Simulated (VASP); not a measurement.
# NiPt2 (P-3m1) in VASP: single point with PBE

Aim: the single point of NiPt2 with PBE.

Program: VASP 6.6.1. These are calculated values, not measurements. Logs are shortened: lines on timing, memory, paths and dates and some standing lists are left out, and cuts for length are marked.

### 1 The cell of the first run

The structure is trigonal, space group P-3m1 (No. 164). The conventional cell has a = 2.748 Å, b = 2.748 Å, c = 6.576 Å, α = 90.00°, β = 90.00°, γ = 120.00°. Within 3.4 Å of Ni (site symmetry -3m) lie 6 Pt at 2.62 Å and 6 Ni at 2.75 Å. Pt (site symmetry 3m) has 3 Ni at 2.62 Å and 9 Pt at 2.75 to 2.89 Å within 3.4 Å.

### 2 Single point, PBE, collinear spin, ferromagnetic start

Input file INCAR:

```
PREC = Accurate ; ENCUT = 520
EDIFF = 1E-6 ; ISMEAR = 0
SIGMA = 0.1 ; LREAL = F
LASPH = T ; NELM = 150
ALGO = Normal ; ISIF = 2
LWAVE = F ; LCHARG = T
ISPIN = 2 ; MAGMOM = 1 0.33 0.33
LORBIT = 11 ; LMAXMIX = 4
GGA = PE ; LELF = T
LVHAR = T ; NBANDS = 26
```

Input file KPOINTS:

```
regular mesh
0
Gamma
  6 6 4
```

Input file POSCAR:

```
NiPt2
1.0
    2.7478487000      0.0000000000      0.0000000000
   -1.3739243000      2.3797068000      0.0000000000
    0.0000000000      0.0000000000      6.5764305000
Ni Pt
1 2
Direct
    0.0000000000      0.0000000000      0.0000000000
    0.6666667000      0.3333333000      0.3161040000
    0.3333333000      0.6666667000      0.6838960000
```

Potentials or basis: VASP PAW PBE potentials, release 64 (Ni, Pt).

The run is started by

```console
> cat potpaw_PBE.64/Ni/POTCAR potpaw_PBE.64/Pt/POTCAR > POTCAR
> mpirun -np 1 vasp_std > vasp.out
```

OUTCAR:

```text
PREC = Accurate
   ENCUT = 520
   EDIFF = 1E-6
   ISMEAR = 0
   LREAL = F
   LASPH = T
   NELM = 150
   ISIF = 2
   ISPIN = 2
   LORBIT = 11
   GGA = PE

 ion  position               nearest neighbor table
   1  0.000  0.000  0.000-   2 2.62   3 2.62   3 2.62   2 2.62   2 2.62   3 2.62
   2  0.667  0.333  0.316-   1 2.62   1 2.62   1 2.62   3 2.89   3 2.89   3 2.89
   3  0.333  0.667  0.684-   1 2.62   1 2.62   1 2.62   2 2.89   2 2.89   2 2.89

  LATTYP: Found a hexagonal cell.
 ALAT       =     2.7478487000
 C/A-ratio  =     2.3933015308

  Lattice vectors:

 A1 = (   2.7478487000,   0.0000000000,   0.0000000000)
 A2 = (  -1.3739243000,   2.3797068000,   0.0000000000)
 A3 = (   0.0000000000,   0.0000000000,   6.5764305000)

Analysis of symmetry for initial positions (statically):
=====================================================================
 Subroutine PRICEL returns:
 Original cell was already a primitive cell.

 Routine SETGRP: Setting up the symmetry group for a
 hexagonal supercell.

 Subroutine GETGRP returns: Found 12 space group operations
 (whereof 12 operations were pure point group operations)
 out of a pool of 24 trial point group operations.

The static configuration has the point symmetry D_3d.

Analysis of symmetry for dynamics (positions and initial velocities):
=====================================================================
 Subroutine PRICEL returns:
 Original cell was already a primitive cell.

 Routine SETGRP: Setting up the symmetry group for a
 hexagonal supercell.

 Subroutine GETGRP returns: Found 12 space group operations
 (whereof 12 operations were pure point group operations)
 out of a pool of 24 trial point group operations.

The dynamic configuration has the point symmetry D_3d.

Analysis of structural, dynamic, and magnetic symmetry:
=====================================================================
 Subroutine PRICEL returns:
 Original cell was already a primitive cell.

 Routine SETGRP: Setting up the symmetry group for a
 hexagonal supercell.

 Subroutine GETGRP returns: Found 12 space group operations
 (whereof 12 operations were pure point group operations)
 out of a pool of 24 trial point group operations.

The overall configuration has the point symmetry D_3d.

 Subroutine INISYM returns: Found 12 space group operations
 (whereof 12 operations are pure point group operations),
 and found     1 'primitive' translations

----------------------------------------------------------------------------------------

                                     Primitive cell

  volume of cell :      43.0038

  direct lattice vectors                    reciprocal lattice vectors
     2.747848700  0.000000000  0.000000000     0.363921056  0.210109910  0.000000000
    -1.373924300  2.379706800  0.000000000     0.000000000  0.420219835  0.000000000
     0.000000000  0.000000000  6.576430500     0.000000000  0.000000000  0.152058172

  length of vectors
     2.747848700  2.747848692  6.576430500     0.420219834  0.420219835  0.152058172

  position of ions in fractional coordinates (direct lattice)
     0.000000000  0.000000000  0.000000000
     0.666666700  0.333333300  0.316104000
     0.333333300  0.666666700  0.683896000

  ion indices of the primitive-cell ions
   primitive index   ion index
                 1           1
                 2           2
                 3           3

----------------------------------------------------------------------------------------

 KPOINTS: regular mesh

Automatic generation of k-mesh.
 Grid dimensions read from file:
 generate k-points for:    6    6    4

 Generating k-lattice:

  Cartesian coordinates                     Fractional coordinates (reciprocal lattice)
     0.060653509  0.035018318  0.000000000     0.166666667  0.000000000  0.000000000
     0.000000000  0.070036639  0.000000000     0.000000000  0.166666667  0.000000000
     0.000000000  0.000000000  0.038014543     0.000000000  0.000000000  0.250000000

  Length of vectors
     0.070036639  0.070036639  0.038014543

  Shift w.r.t. Gamma in fractional coordinates (k-lattice)
     0.000000000  0.000000000  0.000000000

 Subroutine IBZKPT returns following result:
 ===========================================

 Found     24 irreducible k-points:

 Following reciprocal coordinates:
            Coordinates               Weight
  0.000000  0.000000  0.000000      1.000000
  0.166667  0.000000  0.000000      6.000000
  0.333333  0.000000  0.000000      6.000000
  0.500000  0.000000  0.000000      3.000000
  0.166667  0.166667  0.000000      6.000000
  0.333333  0.166667  0.000000     12.000000
[... 16 lines left out ...]
  0.333333  0.166667  0.500000     12.000000
  0.333333  0.333333  0.500000      2.000000
   k-points           NKPTS =     24   k-points in BZ     NKDIM =     24   number of bands    NBANDS=     26
   number of dos      NEDOS =    301   number of ions     NIONS =      3
   total plane-waves  NPLWV =  20000
   dimension x,y,z NGX =    20 NGY =   20 NGZ =   50
   dimension x,y,z NGXF=    40 NGYF=   40 NGZF=  100
   ions per type =               1   2
   NGX,Y,Z   is equivalent  to a cutoff of  12.10, 12.10, 12.64 a.u.
   NGXF,Y,Z  is equivalent  to a cutoff of  24.20, 24.20, 25.28 a.u.
 SYSTEM =  unknown system
   PREC   = accura    normal or accurate (medium, high low for compatibility)
   ISTART =      0    job   : 0-new  1-cont  2-samecut
   ICHARG =      2    charge: 1-file 2-atom 10-const
   ISPIN  =      2    spin polarized calculation?
   LNONCOLLINEAR =      F non collinear calculations
   LSORBIT =      F    spin-orbit coupling
   LASPH  =      T    aspherical Exc in radial PAW
   ENCUT  =  520.0 eV  38.22 Ry    6.18 a.u.   5.11  5.11 12.23*2*pi/ulx,y,z
   NELM   =    150;   NELMIN=  2; NELMDL= -5     # of ELM steps
   EDIFF  = 0.1E-05   stopping-criterion for ELM
   LREAL  =      F    real-space projection
   EDIFFG = 0.1E-04   stopping-criterion for IOM
   NSW    =      0    number of steps for IOM
   IBRION =     -1    ionic relax: 0-MD 1-quasi-New 2-CG
   NFREE  =      0    steps in history (QN), initial steepest desc. (CG)
   ISIF   =      2    stress and relaxation
   ISYM   =      2    0-nonsym 1-usesym 2-fastsym
   POTIM  = 0.5000    time-step for ionic-motion
   TEBEG  =    0.0;   TEEND  =   0.0 temperature during run
   PSTRESS=    0.0 pullay stress
   NELECT =      30.0000    total number of electrons
   NUPDOWN=      -1.0000    fix difference up-down
   EMIN   =  10.00;   EMAX   =-10.00  energy-range for DOS
   EFERMI =   0.00;   METHOD = LEGACY
   ISMEAR =     0;   SIGMA  =   0.10  broadening in eV -4-tet -1-fermi 0-gaus
   EFERMI_NEDOS =   21; number of points for ismear=-14 and -15
   IALGO  =     38    algorithm
   IMIX   =      4    mixing-type and parameters
     AMIX     =   0.40;   BMIX     =  1.00
     AMIX_MAG =   1.60;   BMIX_MAG =  1.00
  volume/ion in A,a.u.               =      14.33        96.73
  Fermi-wavevector in a.u.,A,eV,Ry     =   1.451932  2.743755 28.682549  2.108108
  Thomas-Fermi vector in A             =   2.569373
   LORBIT       =     11    0 simple, 1 ext, 2 COOP (PROOUT), +10 PAW based schemes
   GGA     = PE    functional components
   LHFCALC =     F    Hartree Fock is set to
   AEXX    =    0.0000 exact exchange contribution
   IVDW    =     0    specifies the selected vdW correction
   LEPSILON=     F    determine dielectric tensor
   LRPA    =     F    only Hartree local field effects (RPA)
 spin polarized calculation
 Gauss-broadening in eV      SIGMA  =   0.10
  energy-cutoff  :      520.00
  volume of cell :       43.00
 maximum number of plane-waves:      1170
   NGX = 11   NGY = 11   NGZ = 25

 number of electron      30.0000003 magnetization       1.3411098

 Free energy of the ion-electron system (eV)
  ---------------------------------------------------
  ext. energy  EPLUGINS =         0.00000000
  ---------------------------------------------------
  free energy    TOTEN  =       -17.95715739 eV

  energy without entropy =      -17.94209702  energy(sigma->0) =      -17.94962720

 E-fermi :   9.9648     XC(G=0): -13.1344

 val. band max:        9.9367444218   @ k =   0.1667   0.0000   0.2500
 cond. band min:       9.9867017999   @ k =   0.3333   0.1667   0.0000
 fundamental gap:      0.0499573781
 Fermi energy:         9.9647655811

 spin component 1

 k-point     1 :       0.0000    0.0000    0.0000
  band No.  band energies     occupation
      1       0.4160      1.00000
      2       2.4843      1.00000
      3       4.2148      1.00000
      4       6.4100      1.00000
      5       6.4100      1.00000
      6       6.5011      1.00000
[... 18 lines left out ...]
     25      29.9878      0.00000
     26      30.8923      0.00000
[... 643 lines left out ...]
      3       5.1373      1.00000
      4       5.3134      1.00000
      5       5.7733      1.00000
      6       5.7733      1.00000
[... 18 lines left out ...]
     25      23.4962      0.00000
     26      23.4962      0.00000
 Fermi energy:         9.9647655811

 spin component 2

 k-point     1 :       0.0000    0.0000    0.0000
  band No.  band energies     occupation
      1       0.4361      1.00000
      2       2.5380      1.00000
      3       4.3302      1.00000
      4       6.6194      1.00000
      5       6.6194      1.00000
      6       6.6274      1.00000
[... 18 lines left out ...]
     25      30.1078      0.00000
     26      31.0065      0.00000
[... 644 lines left out ...]
      4       5.5145      1.00000
      5       5.9643      1.00000
      6       5.9643      1.00000
[... 18 lines left out ...]
     25      23.5904      0.00000
     26      23.5904      0.00000

------------------------ aborting loop because EDIFF is reached ----------------------------------------

  FORCE on cell =-STRESS in cart. coord.  units (eV):
  Direction    XX          YY          ZZ          XY          YZ          ZX
  --------------------------------------------------------------------------------------
  -------------------------------------------------------------------------------------
  Total       -0.4375152     -0.4375153     -0.3354789     -0.0000000      0.0000000      0.0000000
  in kB      -16.3003628    -16.3003631    -12.4988284     -0.0000003      0.0000000      0.0000000
  external PRESSURE =     -15.0331848 kB  Pullay stress =       0.0000000 kB

 VOLUME and BASIS-vectors are now :
 -----------------------------------------------------------------------------
  energy-cutoff  :      520.00
  volume of cell :       43.00
      direct lattice vectors                 reciprocal lattice vectors
     2.747848700  0.000000000  0.000000000     0.363921056  0.210109910  0.000000000
    -1.373924300  2.379706800  0.000000000     0.000000000  0.420219835  0.000000000
     0.000000000  0.000000000  6.576430500     0.000000000  0.000000000  0.152058172

 POSITION                                       TOTAL-FORCE (eV/Angst)
 -----------------------------------------------------------------------------------
      0.00000      0.00000      0.00000         0.000000      0.000000      0.000000
      1.37392      0.79324      2.07884        -0.000000      0.000000      0.029018
     -0.00000      1.58647      4.49759         0.000000     -0.000000     -0.029018
 -----------------------------------------------------------------------------------
    total drift:                               -0.000000     -0.000000     -0.000000

  FREE ENERGIE OF THE ION-ELECTRON SYSTEM (eV)
  ---------------------------------------------------
  free  energy   TOTEN  =       -17.9571573932 eV

  energy  without entropy=      -17.9420970163  energy(sigma->0) =      -17.94962720

 total charge

# of ion       s       p       d       tot
------------------------------------------
    1        0.422   0.423   8.275   9.120
    2        0.664   0.597   8.026   9.287
    3        0.664   0.597   8.026   9.287
--------------------------------------------------
tot          1.751   1.617  24.326  27.694

 magnetization (x)

# of ion       s       p       d       tot
------------------------------------------
    1       -0.001  -0.008   0.886   0.877
    2       -0.004  -0.013   0.255   0.239
    3       -0.004  -0.013   0.255   0.239
--------------------------------------------------
tot         -0.009  -0.033   1.397   1.355
```

Run time: 88 s. Hardware: 1 thread of Intel Xeon 8259CL, shared host; peak memory 0.19 GiB.

What came out:

| Item | Value |
| --- | --- |
| Free energy | -17.9572 eV |
| Pressure | -1.5 GPa |
| Largest force | 0.029 eV/Å |
| Net moment | 1.34 μB per cell |
| Site moments | Ni +0.88; Pt +0.24 μB |
| Valence electrons inside the program's atomic spheres | Ni 9.12; Pt 9.29 |

Forces on the atoms (eV/Å):
```
Ni   0.000  0.000  0.000
Pt   0.000  0.000  0.029
Pt   0.000  0.000 -0.029
```

Stress tensor (GPa, compression positive):
```
-1.63  0.00  0.00
 0.00 -1.63  0.00
 0.00  0.00 -1.25
```

Levels at points of the mesh, in eV from the Fermi level:
Spin up:
```
           k point  band 14  band 15  band 16  band 17  band 18  band 19
(0.00, 0.00, 0.00)    -1.39    -0.91    -0.91    -0.82    -0.82    10.00
(0.50, 0.00, 0.00)     0.30     0.42     1.74     2.05     2.66     5.97
(0.00, 0.00, 0.50)    -1.46    -1.46    -0.26    -0.26     0.05     5.89
(0.50, 0.00, 0.50)    -0.27     0.32     0.38     1.99     3.40     5.55
```
Spin down:
```tsv
k point	band 13	band 14	band 15	band 16	band 17	band 18
(0.00, 0.00, 0.00)	-0.81	-0.81	-0.61	-0.61	-0.06	-0.06
(0.50, 0.00, 0.00)	0.43	0.46	0.71	2.00	2.06	2.75
(0.00, 0.00, 0.50)	-1.30	-0.85	-0.85	0.05	0.38	0.38
(0.50, 0.00, 0.50)	0.05	0.19	0.51	0.55	2.29	3.50
```

Caveat: the k points lie up to 0.44 Å⁻¹ apart; spin-orbit coupling is left out, which moves the levels of the heavy elements.
